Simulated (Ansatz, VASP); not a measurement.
# Two plane-wave programs on SiGe

```
Si Ge
1.0
     3.84209    0.00000    0.00000
    -1.92104    3.32735    0.00000
     0.00000    0.00000    6.50076
Si Ge
2 2
Direct
  0.33333 0.66667 0.00157
  0.66667 0.33333 0.50157
  0.33333 0.66667 0.37243
  0.66667 0.33333 0.87243
```

Change from the starting cell: strained cell.

Alike in both runs: functional PBEsol; k mesh 9 × 9 × 6; occupations gaussian, width 0.02 eV; no spin polarisation.

Ansatz relaxed the structure, and its values are those at the end. VASP's run is a single point on that final structure, the one shown.

|  | VASP | Ansatz |
| --- | --- | --- |
| version | VASP 6.6.1 | Ansatz 0.2.0 |
| potentials or method | VASP PAW PBE potentials, release 64 (Si, Ge_d), cutoff 500 eV | scalar-relativistic, plane waves, PAW |
| valence electrons in the cell | 36 | 36 |

```tsv
	VASP	Ansatz	Ansatz less VASP
gap on the k mesh at the Fermi level (eV)	0.29	0.29	0.000
least direct gap on the mesh (eV)	0.70	0.70	-0.005
pressure (GPa)	1.7	1.8	+0.05
```

VASP's potentials were made for PBE, not for PBEsol, and Ansatz warns of the same on its side. Ansatz's warnings: stress scf threshold loose.
